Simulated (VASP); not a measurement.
# ZrS (Fm-3m) in VASP: vibrations by perturbation theory with PBEsol

Aim: the vibrations by perturbation theory of ZrS with PBEsol.

All numbers are computed with VASP 6.6.1; they aren't measurements. Logs are shortened: lines on timing, memory, paths and dates and some standing lists are left out, and cuts for length are marked.

## 1. The cell of the first run

It takes space group Fm-3m (No. 225, cubic). Conventional cell: a = 5.166 Å, b = 5.166 Å, c = 5.166 Å, α = 90.00°, β = 90.00°, γ = 90.00°. Zr (site symmetry m-3m) has 6 S at 2.58 Å within 3.4 Å. Within 3.4 Å of S (site symmetry m-3m) lie 6 Zr at 2.58 Å.

## 2. Vibrations by perturbation theory, PBEsol

INCAR reads:

```
PREC = Accurate
ENCUT = 520
EDIFF = 1E-8
ISMEAR = 0
SIGMA = 0.15
LREAL = F
LASPH = T
NELM = 100
ALGO = Fast
ISIF = 2
LWAVE = F
LCHARG = F
GGA = PS
IBRION = 8
NSW = 1
```

KPOINTS reads:

```
regular mesh
0
Gamma
  20 20 20
```

POSCAR reads:

```
ZrS
1.0
    0.0000000000      2.5830753500      2.5830753500
    2.5830753500      0.0000000000      2.5830753500
    2.5830753500      2.5830753500      0.0000000000
Zr S
1 1
Direct
    0.0000000000      0.0000000000      0.0000000000
    0.5000000000      0.5000000000      0.5000000000
```

Potentials or basis: VASP PAW PBE potentials, release 64 (Zr_sv, S).

Run with:

```console
$ cat potpaw_PBE.64/Zr_sv/POTCAR potpaw_PBE.64/S/POTCAR > POTCAR
$ mpirun -np 1 vasp_std > vasp.out
```

OUTCAR:

```text
PREC = Accurate
   ENCUT = 520
   EDIFF = 1E-8
   ISMEAR = 0
   LREAL = F
   LASPH = T
   NELM = 100
   ISIF = 2
   GGA = PS
   IBRION = 8
   NSW = 1

 ion  position               nearest neighbor table
   1  0.000  0.000  0.000-   2 2.58   2 2.58   2 2.58   2 2.58   2 2.58   2 2.58
   2  0.500  0.500  0.500-   1 2.58   1 2.58   1 2.58   1 2.58   1 2.58   1 2.58

  LATTYP: Found a face centered cubic cell.
 ALAT       =     5.1661507000

  Lattice vectors:

 A1 = (   0.0000000000,   2.5830753500,   2.5830753500)
 A2 = (   2.5830753500,   0.0000000000,   2.5830753500)
 A3 = (   2.5830753500,   2.5830753500,   0.0000000000)

Analysis of symmetry for initial positions (statically):
=====================================================================
 Subroutine PRICEL returns:
 Original cell was already a primitive cell.

 Routine SETGRP: Setting up the symmetry group for a
 face centered cubic supercell.

 Subroutine GETGRP returns: Found 48 space group operations
 (whereof 48 operations were pure point group operations)
 out of a pool of 48 trial point group operations.

The static configuration has the point symmetry O_h .

Analysis of symmetry for dynamics (positions and initial velocities):
=====================================================================
 Subroutine PRICEL returns:
 Original cell was already a primitive cell.

 Routine SETGRP: Setting up the symmetry group for a
 face centered cubic supercell.

 Subroutine GETGRP returns: Found 48 space group operations
 (whereof 48 operations were pure point group operations)
 out of a pool of 48 trial point group operations.

The dynamic configuration has the point symmetry O_h .

 Subroutine INISYM returns: Found 48 space group operations
 (whereof 48 operations are pure point group operations),
 and found     1 'primitive' translations

----------------------------------------------------------------------------------------

                                     Primitive cell

  volume of cell :      34.4700

  direct lattice vectors                    reciprocal lattice vectors
     0.000000000  2.583075350  2.583075350    -0.193567718  0.193567718  0.193567718
     2.583075350  0.000000000  2.583075350     0.193567718 -0.193567718  0.193567718
     2.583075350  2.583075350  0.000000000     0.193567718  0.193567718 -0.193567718

  length of vectors
     3.653020193  3.653020193  3.653020193     0.335269122  0.335269122  0.335269122

  position of ions in fractional coordinates (direct lattice)
     0.000000000  0.000000000  0.000000000
     0.500000000  0.500000000  0.500000000

  ion indices of the primitive-cell ions
   primitive index   ion index
                 1           1
                 2           2

----------------------------------------------------------------------------------------

 KPOINTS: regular mesh

Automatic generation of k-mesh.
 Grid dimensions read from file:
 generate k-points for:   20   20   20

 Generating k-lattice:

  Cartesian coordinates                     Fractional coordinates (reciprocal lattice)
    -0.009678386  0.009678386  0.009678386     0.050000000  0.000000000  0.000000000
     0.009678386 -0.009678386  0.009678386     0.000000000  0.050000000  0.000000000
     0.009678386  0.009678386 -0.009678386     0.000000000  0.000000000  0.050000000

  Length of vectors
     0.016763456  0.016763456  0.016763456

  Shift w.r.t. Gamma in fractional coordinates (k-lattice)
     0.000000000  0.000000000  0.000000000

 Subroutine IBZKPT returns following result:
 ===========================================

 Found    256 irreducible k-points:

[... 85 lines left out ...]

 number of electron      17.9999999 magnetization

 Free energy of the ion-electron system (eV)
  ---------------------------------------------------
  ext. energy  EPLUGINS =         0.00000000
  ---------------------------------------------------
  free energy    TOTEN  =       -16.51928691 eV

  energy without entropy =      -16.50587947  energy(sigma->0) =      -16.51258319

 E-fermi :  11.2001     XC(G=0): -11.6942

 val. band max:       11.1767676526   @ k =  -0.3500   0.3000   0.1000
 cond. band min:      11.2108336493   @ k =  -0.2500   0.2500   0.0500
 fundamental gap:      0.0340659967
 Fermi energy:        11.2000727299

 k-point     1 :       0.0000    0.0000    0.0000
  band No.  band energies     occupation
      1     -38.5677      2.00000
      2     -16.5670      2.00000
      3     -16.5670      2.00000
      4     -16.5670      2.00000
      5      -4.8302      2.00000
      6       7.6890      2.00000
      7       7.6890      2.00000
      8       7.6890      2.00000
      9       9.7403      2.00000
     10       9.7403      2.00000
     11       9.7403      2.00000
     12      10.4674      2.00000
     13      10.4674      2.00000
[... 354 lines left out ...]
  band No.  band energies     occupation
      1     -38.5392      2.00000
      2     -16.9241      2.00000
      3     -16.6088      2.00000
      4     -16.5948      2.00000
      5      -3.4397      2.00000
      6       3.5789      2.00000
      7       5.2606      2.00000
      8       5.3915      2.00000
      9      11.4376      0.02512
     10      11.8097      0.00000
     11      12.3859      0.00000
     12      14.8636      0.00000
     13      15.1906      0.00000

 [... further k-points ...]

------------------------ aborting loop because EDIFF is reached ----------------------------------------

  FORCE on cell =-STRESS in cart. coord.  units (eV):
  Direction    XX          YY          ZZ          XY          YZ          ZX
  --------------------------------------------------------------------------------------
  -------------------------------------------------------------------------------------
  Total        0.0420253      0.0420253      0.0420253     -0.0000000     -0.0000000      0.0000000
  in kB        1.9533517      1.9533517      1.9533517     -0.0000000     -0.0000000      0.0000000
  external PRESSURE =       1.9533517 kB  Pullay stress =       0.0000000 kB

 VOLUME and BASIS-vectors are now :
 -----------------------------------------------------------------------------
  energy-cutoff  :      520.00
  volume of cell :       34.47
      direct lattice vectors                 reciprocal lattice vectors
     0.000000000  2.583075350  2.583075350    -0.193567718  0.193567718  0.193567718
     2.583075350  0.000000000  2.583075350     0.193567718 -0.193567718  0.193567718
     2.583075350  2.583075350  0.000000000     0.193567718  0.193567718 -0.193567718

 POSITION                                       TOTAL-FORCE (eV/Angst)
 -----------------------------------------------------------------------------------
      0.00000      0.00000      0.00000         0.000000      0.000000     -0.000000
      2.58308      2.58308      2.58308         0.000000      0.000000      0.000000
 -----------------------------------------------------------------------------------
    total drift:                                0.000000      0.000000      0.000000

  FREE ENERGIE OF THE ION-ELECTRON SYSTEM (eV)
  ---------------------------------------------------
  free  energy   TOTEN  =       -16.5192869104 eV

  energy  without entropy=      -16.5058794697  energy(sigma->0) =      -16.51258319

[... ionic steps 2 to 3 ...]

--------------------------------------- Ionic step        4  -------------------------------------------

------------------------ aborting loop because EDIFF is reached ----------------------------------------

[... ionic steps 5 to 6 ...]

--------------------------------------- Ionic step        7  -------------------------------------------

 Free energy of the ion-electron system (eV)
  ---------------------------------------------------
  ---------------------------------------------------
  free energy    TOTEN  =        -0.10600620 eV

  energy without entropy =       -0.10600620

------------------------ aborting loop because EDIFF is reached ----------------------------------------

 INTERNAL STRAIN TENSOR  FOR ION    2  DIRECTION 1   (eV/Angst):
 -----------------------------------------------------------------------------
     0.02423 -0.00000  0.00000
    -0.00000 -0.01083 -0.00000
     0.00000 -0.00000 -0.01083

 INTERNAL STRAIN TENSOR FOR ION    2 for displacements in x,y,z  (eV/Angst):
          X           Y           Z          XY          YZ          ZX
  --------------------------------------------------------------------------------
  x     0.00000     0.00000     0.00000     0.00000     0.00000     0.00000
  y     0.00000     0.00000     0.00000     0.00000     0.00000     0.00000
  z     0.00000     0.00000     0.00000     0.00000     0.00000     0.00000

 SECOND DERIVATIVES (NOT SYMMETRIZED)
 ------------------------------------
               1X          1Y          1Z          2X          2Y          2Z
  1X    -6.061021    0.000000    0.000000    6.061021    0.000000    0.000000
  1Y     0.000000   -6.061021    0.000000    0.000000    6.061021    0.000000
  1Z     0.000000    0.000000   -6.061021    0.000000    0.000000    6.061021
  2X     5.954267    0.000000    0.000000   -5.954267    0.000000    0.000000
  2Y     0.000000    5.954267    0.000000    0.000000   -5.954267    0.000000
  2Z     0.000000    0.000000    5.954267    0.000000    0.000000   -5.954267

 Eigenvectors and eigenvalues of the dynamical matrix
 ----------------------------------------------------

   1 f  =    7.849923 THz    49.322521 2PiTHz  261.845249 cm-1    32.464659 meV
             X         Y         Z           dx          dy          dz
      0.000000  0.000000  0.000000     0.513349    0.000000   -0.000000
      2.583075  2.583075  2.583075    -0.858180    0.000000   -0.000000
[... 21 lines left out ...]
   6 f/i=    0.030727 THz     0.193061 2PiTHz    1.024931 cm-1     0.127075 meV
             X         Y         Z           dx          dy          dz
      0.000000  0.000000  0.000000    -0.763125   -0.283894    0.271141
      2.583075  2.583075  2.583075    -0.456489   -0.169821    0.162192

--------------------------------------------------------------------------------------------------------

 ELASTIC MODULI CONTR FROM IONIC RELAXATION (kBar)
 Direction    XX          YY          ZZ          XY          YZ          ZX
 --------------------------------------------------------------------------------
 XX           0.0000      0.0000      0.0000      0.0000      0.0000      0.0000
 YY           0.0000      0.0000      0.0000      0.0000      0.0000      0.0000
 ZZ           0.0000      0.0000      0.0000      0.0000      0.0000      0.0000
 XY           0.0000      0.0000      0.0000      0.0000      0.0000      0.0000
 YZ           0.0000      0.0000      0.0000      0.0000      0.0000      0.0000
 ZX           0.0000      0.0000      0.0000      0.0000      0.0000      0.0000
 --------------------------------------------------------------------------------
```

Run time: 36 min. Hardware: 1 thread of Oxide Virtual Turin-like, shared host; peak memory 0.66 GiB.

Results:

```yaml
Highest_phonon_frequency_at_Γ_LO-TO_splitting_left_out: 262 cm⁻¹
```

Phonon frequencies in cm⁻¹ (negative: imaginary):
| q point | frequencies |
| --- | --- |
| (0.000, 0.000, 0.000) | -1 -1 -1 262 262 262 |

Caveat: the PAW data sets were made with another functional, which shifts forces and pressure a little.
